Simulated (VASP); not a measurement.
# SnTe (Fm-3m) in VASP: notebook

SnTe is run at these levels: PBEsol, PBEsol+D3(BJ), LDA; tasks: single point.

Everything below comes from runs of VASP 6.6.1. Logs are shortened: lines on timing, memory, paths and dates and some standing lists are left out, and cuts for length are marked.

## (1) The cell of the first run

Symmetry: Fm-3m, No. 225, cubic system. Conventional cell: a = 6.302 Å, b = 6.302 Å, c = 6.302 Å, α = 90.00°, β = 90.00°, γ = 90.00°. Within 4.1 Å of Te (site symmetry m-3m) lie 6 Sn at 3.15 Å. Sn (site symmetry m-3m) has 6 Te at 3.15 Å within 4.1 Å.

## (2) Single point, PBEsol, non-collinear spin, zero start, spin-orbit coupling

Contents of INCAR:

```
SYSTEM = SnTe
PREC = Accurate
ENCUT = 520
EDIFF = 1E-6
ISMEAR = -1
SIGMA = 0.05
LREAL = .False.
LASPH = .True.
NELM = 150
ALGO = Normal
ISIF = 2
LWAVE = .False.
LCHARG = .False.
MAGMOM = 0 0 0 0 0 0
LORBIT = 11
LSORBIT = .True.
GGA_COMPAT = .False.
LORBMOM = .True.
GGA = PS
NBANDS = 32
```

Contents of KPOINTS:

```
regular mesh
0
Gamma
  7 7 7
  0 0 0
```

Contents of POSCAR:

```
SnTe
1.0
    0.0000000000      3.1508500000      3.1508500000
    3.1508500000      0.0000000000      3.1508500000
    3.1508500000      3.1508500000      0.0000000000
Te Sn
1 1
Direct
    0.5000000000      0.5000000000      0.5000000000
    0.0000000000      0.0000000000      0.0000000000
```

Potentials or basis: VASP PAW PBE potentials, release 64 (Te, Sn_d).

Run with:

```
$ cat potpaw_PBE.64/Te/POTCAR potpaw_PBE.64/Sn_d/POTCAR > POTCAR
$ mpirun -np 1 vasp_ncl > vasp.out
```

OUTCAR:

```text
SYSTEM = SnTe
   PREC = Accurate
   ENCUT = 520
   EDIFF = 1E-6
   ISMEAR = -1
   LREAL = .False.
   LASPH = .True.
   NELM = 150
   ISIF = 2
   LORBIT = 11
   LSORBIT = .True.
   GGA = PS

 ion  position               nearest neighbor table
   1  0.500  0.500  0.500-   2 3.15   2 3.15   2 3.15   2 3.15   2 3.15   2 3.15
   2  0.000  0.000  0.000-   1 3.15   1 3.15   1 3.15   1 3.15   1 3.15   1 3.15

  LATTYP: Found a face centered cubic cell.
 ALAT       =     6.3017000000

  Lattice vectors:

 A1 = (   0.0000000000,   3.1508500000,   3.1508500000)
 A2 = (   3.1508500000,   0.0000000000,   3.1508500000)
 A3 = (   3.1508500000,   3.1508500000,   0.0000000000)

Analysis of symmetry for initial positions (statically):
=====================================================================
 Subroutine PRICEL returns:
 Original cell was already a primitive cell.

 Routine SETGRP: Setting up the symmetry group for a
 face centered cubic supercell.

 Subroutine GETGRP returns: Found 48 space group operations
 (whereof 48 operations were pure point group operations)
 out of a pool of 48 trial point group operations.

The static configuration has the point symmetry O_h .

Analysis of symmetry for dynamics (positions and initial velocities):
=====================================================================
 Subroutine PRICEL returns:
 Original cell was already a primitive cell.

 Routine SETGRP: Setting up the symmetry group for a
 face centered cubic supercell.

 Subroutine GETGRP returns: Found 48 space group operations
 (whereof 48 operations were pure point group operations)
 out of a pool of 48 trial point group operations.

The dynamic configuration has the point symmetry O_h .

Analysis of structural, dynamic, and magnetic symmetry:
=====================================================================
 Subroutine PRICEL returns:
 Original cell was already a primitive cell.

 Routine SETGRP: Setting up the symmetry group for a
 face centered cubic supercell.

 Subroutine GETGRP returns: Found 48 space group operations
 (whereof 48 operations were pure point group operations)
 out of a pool of 48 trial point group operations.

The overall configuration has the point symmetry O_h .

 Subroutine INISYM returns: Found 48 space group operations
 (whereof 48 operations are pure point group operations),
 and found     1 'primitive' translations

----------------------------------------------------------------------------------------

                                     Primitive cell

  volume of cell :      62.5624

  direct lattice vectors                    reciprocal lattice vectors
     0.000000000  3.150850000  3.150850000    -0.158687338  0.158687338  0.158687338
     3.150850000  0.000000000  3.150850000     0.158687338 -0.158687338  0.158687338
     3.150850000  3.150850000  0.000000000     0.158687338  0.158687338 -0.158687338

  length of vectors
     4.455974803  4.455974803  4.455974803     0.274854533  0.274854533  0.274854533

  position of ions in fractional coordinates (direct lattice)
     0.500000000  0.500000000  0.500000000
     0.000000000  0.000000000  0.000000000

  ion indices of the primitive-cell ions
   primitive index   ion index
                 1           1
                 2           2

----------------------------------------------------------------------------------------

 KPOINTS: regular mesh

Automatic generation of k-mesh.
 Grid dimensions read from file:
 generate k-points for:    7    7    7

 Generating k-lattice:

  Cartesian coordinates                     Fractional coordinates (reciprocal lattice)
    -0.022669620  0.022669620  0.022669620     0.142857143  0.000000000  0.000000000
     0.022669620 -0.022669620  0.022669620     0.000000000  0.142857143  0.000000000
     0.022669620  0.022669620 -0.022669620     0.000000000  0.000000000  0.142857143

  Length of vectors
     0.039264933  0.039264933  0.039264933

  Shift w.r.t. Gamma in fractional coordinates (k-lattice)
     0.000000000  0.000000000  0.000000000

 Subroutine IBZKPT returns following result:
 ===========================================

 Found     20 irreducible k-points:

 Following reciprocal coordinates:
            Coordinates               Weight
  0.000000  0.000000  0.000000      1.000000
  0.142857  0.000000  0.000000      8.000000
  0.285714  0.000000  0.000000      8.000000
[... 38 lines left out ...]
   NSW    =      0    number of steps for IOM
   IBRION =     -1    ionic relax: 0-MD 1-quasi-New 2-CG
   NFREE  =      0    steps in history (QN), initial steepest desc. (CG)
   ISIF   =      2    stress and relaxation
   ISYM   =      2    0-nonsym 1-usesym 2-fastsym
   POTIM  = 0.5000    time-step for ionic-motion
   TEBEG  =    0.0;   TEEND  =   0.0 temperature during run
   PSTRESS=    0.0 pullay stress
   NELECT =      20.0000    total number of electrons
   NUPDOWN=      -1.0000    fix difference up-down
   EMIN   =  10.00;   EMAX   =-10.00  energy-range for DOS
   EFERMI =   0.00;   METHOD = LEGACY
   ISMEAR =    -1;   SIGMA  =   0.05  broadening in eV -4-tet -1-fermi 0-gaus
   EFERMI_NEDOS =   21; number of points for ismear=-14 and -15
   IALGO  =     38    algorithm
   IMIX   =      4    mixing-type and parameters
     AMIX     =   0.40;   BMIX     =  1.00
     AMIX_MAG =   1.60;   BMIX_MAG =  1.00
  volume/ion in A,a.u.               =      31.28       211.10
  Fermi-wavevector in a.u.,A,eV,Ry     =   1.119387  2.115336 17.048485  1.253028
  Thomas-Fermi vector in A             =   2.256026
   LORBIT       =     11    0 simple, 1 ext, 2 COOP (PROOUT), +10 PAW based schemes
   GGA     = PS    functional components
   LHFCALC =     F    Hartree Fock is set to
   AEXX    =    0.0000 exact exchange contribution
   IVDW    =     0    specifies the selected vdW correction
   LEPSILON=     F    determine dielectric tensor
   LRPA    =     F    only Hartree local field effects (RPA)
  energy-cutoff  :      520.00
  volume of cell :       62.56
 maximum number of plane-waves:      3410
 NGX is ok and might be reduce to    36
   NGX = 17   NGY = 17   NGZ = 17

 number of electron      19.9999998 magnetization      -0.0000000     -0.0000000     -0.0000000

 number of electron      19.9999998 magnetization       0.0000000      0.0000000      0.0000000

 number of electron      19.9999998 magnetization      -0.0000000      0.0000000     -0.0000000

 number of electron      19.9999998 magnetization       0.0000000     -0.0000000      0.0000000

 Free energy of the ion-electron system (eV)
  ---------------------------------------------------
  ext. energy  EPLUGINS =         0.00000000
  ---------------------------------------------------
  free energy    TOTEN  =        -8.49199255 eV

  energy without entropy =       -8.49170761  energy(sigma->0) =       -8.49185008

 E-fermi :   6.7571     XC(G=0):  -9.6543

 val. band max:        6.5198251824   @ k =   0.4286   0.0000   0.0000
 cond. band min:       6.9890216014   @ k =   0.4286   0.0000   0.0000
 fundamental gap:      0.4691964190
 Fermi energy:         6.7570852339

 k-point     1 :       0.0000    0.0000    0.0000
  band No.  band energies     occupation
      1     -15.5828      1.00000
      2     -15.5828      1.00000
      3     -15.5828      1.00000
      4     -15.5828      1.00000
      5     -14.5505      1.00000
      6     -14.5505      1.00000
[... 689 lines left out ...]
     31      16.5660      0.00000
     32      16.5660      0.00000

------------------------ aborting loop because EDIFF is reached ----------------------------------------

  FORCE on cell =-STRESS in cart. coord.  units (eV):
  Direction    XX          YY          ZZ          XY          YZ          ZX
  --------------------------------------------------------------------------------------
  -------------------------------------------------------------------------------------
  Total       -0.1373871     -0.1373871     -0.1373871      0.0000000      0.0000000      0.0000000
  in kB       -3.5183841     -3.5183841     -3.5183841      0.0000000      0.0000000      0.0000000
  external PRESSURE =      -3.5183841 kB  Pullay stress =       0.0000000 kB

 VOLUME and BASIS-vectors are now :
 -----------------------------------------------------------------------------
  energy-cutoff  :      520.00
  volume of cell :       62.56
      direct lattice vectors                 reciprocal lattice vectors
     0.000000000  3.150850000  3.150850000    -0.158687338  0.158687338  0.158687338
     3.150850000  0.000000000  3.150850000     0.158687338 -0.158687338  0.158687338
     3.150850000  3.150850000  0.000000000     0.158687338  0.158687338 -0.158687338

 POSITION                                       TOTAL-FORCE (eV/Angst)
 -----------------------------------------------------------------------------------
      3.15085      3.15085      3.15085         0.000000      0.000000     -0.000000
      0.00000      0.00000      0.00000         0.000000      0.000000      0.000000
 -----------------------------------------------------------------------------------
    total drift:                               -0.000000      0.000000      0.000000

  FREE ENERGIE OF THE ION-ELECTRON SYSTEM (eV)
  ---------------------------------------------------
  free  energy   TOTEN  =        -8.4919925545 eV

  energy  without entropy=       -8.4917076100  energy(sigma->0) =       -8.49185008

 orbital moment (x)

 # of ion     p       d       tot
 ----------------------------------------
  1         0.000   0.000   0.000
  2         0.000  -0.000  -0.000
 ----------------------------------------
            0.000  -0.000  -0.000

 orbital moment (y)

 # of ion     p       d       tot
 ----------------------------------------
  1         0.000  -0.000  -0.000
  2         0.000  -0.000  -0.000
 ----------------------------------------
            0.000  -0.000  -0.000

 orbital moment (z)

 # of ion     p       d       tot
 ----------------------------------------
  1         0.000  -0.000  -0.000
  2         0.000   0.000   0.000
 ----------------------------------------
            0.000   0.000   0.000

 Spin-Orbit-Coupling matrix elements

 Ion:    1  E_soc:     -0.2036512
 l=   1
     0.0000000    -0.0339312    -0.0339312
    -0.0339312     0.0000000    -0.0339312
    -0.0339312    -0.0339312     0.0000000
 l=   2
     0.0000000    -0.0000129     0.0000000    -0.0000129     0.0000022
    -0.0000129     0.0000000     0.0000017    -0.0000129     0.0000006
     0.0000000     0.0000017     0.0000000     0.0000017     0.0000000
    -0.0000129    -0.0000129     0.0000017     0.0000000     0.0000006
     0.0000022     0.0000006     0.0000000     0.0000006     0.0000000
 l=   3
     0.0000000     0.0000000     0.0000000     0.0000000     0.0000000     0.0000000     0.0000000
     0.0000000     0.0000000     0.0000000     0.0000000     0.0000000     0.0000000     0.0000000
     0.0000000     0.0000000     0.0000000     0.0000000     0.0000000     0.0000000     0.0000000
     0.0000000     0.0000000     0.0000000     0.0000000     0.0000000     0.0000000     0.0000000
     0.0000000     0.0000000     0.0000000     0.0000000     0.0000000     0.0000000     0.0000000
     0.0000000     0.0000000     0.0000000     0.0000000     0.0000000     0.0000000     0.0000000
     0.0000000     0.0000000     0.0000000     0.0000000     0.0000000     0.0000000     0.0000000

 Ion:    2  E_soc:     -0.0963763
 l=   1
     0.0000000    -0.0098559    -0.0098559
    -0.0098559     0.0000000    -0.0098559
    -0.0098559    -0.0098559     0.0000000
 l=   2
     0.0000000    -0.0012295     0.0000000    -0.0012295    -0.0049774
    -0.0012295     0.0000000    -0.0037330    -0.0012295    -0.0012443
     0.0000000    -0.0037330     0.0000000    -0.0037330     0.0000000
    -0.0012295    -0.0012295    -0.0037330     0.0000000    -0.0012443
    -0.0049774    -0.0012443     0.0000000    -0.0012443     0.0000000
 l=   3
     0.0000000     0.0000000     0.0000000     0.0000000     0.0000000     0.0000000     0.0000000
     0.0000000     0.0000000     0.0000000     0.0000000     0.0000000     0.0000000     0.0000000
     0.0000000     0.0000000     0.0000000     0.0000000     0.0000000     0.0000000     0.0000000
     0.0000000     0.0000000     0.0000000     0.0000000     0.0000000     0.0000000     0.0000000
     0.0000000     0.0000000     0.0000000     0.0000000     0.0000000     0.0000000     0.0000000
     0.0000000     0.0000000     0.0000000     0.0000000     0.0000000     0.0000000     0.0000000
     0.0000000     0.0000000     0.0000000     0.0000000     0.0000000     0.0000000     0.0000000

 total charge

# of ion       s       p       d       tot
------------------------------------------
    1        1.388   1.949   0.030   3.367
    2        1.355   0.749   9.986  12.090
--------------------------------------------------
tot          2.743   2.698  10.016  15.457

 magnetization (x)

# of ion       s       p       d       tot
------------------------------------------
    1       -0.000  -0.000   0.000  -0.000
    2       -0.000  -0.000  -0.000  -0.000
--------------------------------------------------
tot         -0.000  -0.000  -0.000  -0.000

 magnetization (y)

# of ion       s       p       d       tot
------------------------------------------
    1        0.000  -0.000  -0.000  -0.000
    2        0.000   0.000  -0.000   0.000
--------------------------------------------------
tot          0.000  -0.000  -0.000  -0.000

 magnetization (z)

# of ion       s       p       d       tot
------------------------------------------
    1        0.000  -0.000   0.000  -0.000
    2       -0.000  -0.000  -0.000  -0.000
--------------------------------------------------
tot         -0.000  -0.000  -0.000  -0.000
```

Wall time 2.4 min (1 thread of Intel Xeon 8259CL, shared host); peak memory 0.4 GiB.

Results:

```
Free energy                                           : -8.4920 eV
Pressure                                              : -0.4 GPa
Net moment                                            : 0.00 μB per cell
Valence electrons inside the program's atomic spheres : Te 3.37; Sn 12.09
```

Moments on the atoms (μB; x, y, z):
```
Te  0.00 0.00 0.00
Sn  0.00 0.00 0.00
```

Caveat: this odd mesh misses L, so gap, dielectric constants and Born charges aren't listed; the PAW data sets were made with another functional, which shifts forces and pressure a little.

## (3) Single point, PBEsol, non-collinear spin, zero start, spin-orbit coupling

This run uses another cell than the first one, of 31.91 Å³/atom.

Contents of INCAR:

```
PREC = Accurate
ENCUT = 520
EDIFF = 1E-6
ISMEAR = -1
SIGMA = 0.05
LREAL = False
LASPH = True
NELM = 150
ALGO = Normal
ISIF = 2
LWAVE = False
LCHARG = False
MAGMOM = 0 0 0 0 0 0
LORBIT = 11
LSORBIT = True
GGA_COMPAT = False
LORBMOM = True
GGA = PS
NBANDS = 32
```

Contents of KPOINTS:

```
Automatic mesh
0
Gamma
  7 7 7
```

Contents of POSCAR:

```
SnTe
1.0
    0.0000000000      3.1717171644      3.1717171644
    3.1717171644      0.0000000000      3.1717171644
    3.1717171644      3.1717171644      0.0000000000
Te Sn
1 1
Direct
    0.5000000000      0.5000000000      0.5000000000
    0.0000000000      0.0000000000      0.0000000000
```

Potentials or basis: VASP PAW PBE potentials, release 64 (Te, Sn_d).

Run with:

```
$ cat potpaw_PBE.64/Te/POTCAR potpaw_PBE.64/Sn_d/POTCAR > POTCAR
$ mpirun -np 1 vasp_ncl > vasp.out
```

It took 2.6 min on 1 thread of Intel Xeon 8259CL, shared host; peak memory 0.4 GiB.

It converged, with:

```yaml
Free_energy: -8.4861 eV
Pressure: -1.2 GPa
Net_moment: 0.00 μB per cell
Valence_electrons_inside_the_program's_atomic_spheres: Te 3.36; Sn 12.07
```

Moments on the atoms (μB; x, y, z):
```
Te  0.00 0.00 0.00
Sn  0.00 0.00 0.00
```

Caveat: this odd mesh misses L, so gap, dielectric constants and Born charges aren't listed; the PAW data sets were made with another functional, which shifts forces and pressure a little.

(Continued in part 2 of 2.)
